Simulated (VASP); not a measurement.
A run of VASP 6.6.1:

The input INCAR:

```
SYSTEM = Rh
PREC     = Accurate       ! precision mode
ENCUT    = 600            ! plane-wave cutoff, eV
EDIFF    = 1E-8           ! SCF threshold, eV
ISMEAR   = -1             ! smearing method
SIGMA    = 0.15           ! smearing width, eV
LREAL    = .FALSE.        ! projectors in reciprocal space
LASPH    = .TRUE.         ! aspherical terms in the spheres
NELM     = 80             ! most SCF steps
ALGO     = Fast           ! electronic algorithm
ISIF     = 3              ! what is computed and relaxed
LWAVE    = .FALSE.        ! write WAVECAR
LCHARG   = .TRUE.         ! write CHGCAR
NBANDS   = 14             ! bands
IBRION   = 6              ! ionic algorithm
NFREE    = 2            
POTIM    = 0.015          ! step
NSW      = 1              ! ionic steps
```

File KPOINTS:

```
Automatic mesh
0
G
  20 20 20
  0 0 0
```

Contents of POSCAR:

```
Rh
1.0
    0.0000000000      1.8789299585      1.8789299585
    1.8789299585      0.0000000000      1.8789299585
    1.8789299585      1.8789299585      0.0000000000
Rh
1
Direct
    0.0000000000      0.0000000000      0.0000000000
```

Potentials or basis: VASP PAW LDA potentials, release 64 (Rh_pv).

Launch:

```bash
$ cat potpaw_LDA.64/Rh_pv/POTCAR > POTCAR
$ mpirun -np 1 vasp_std > vasp.out
```

Hardware: 1 thread of Intel Xeon 8259CL (shared host).

Q: Estimate the wall time of this run.

A: Run time: 55 min on 1 thread of Intel Xeon 8259CL (shared host), peak memory 0.85 GiB. Counts: scf iterations 170, k points 256.
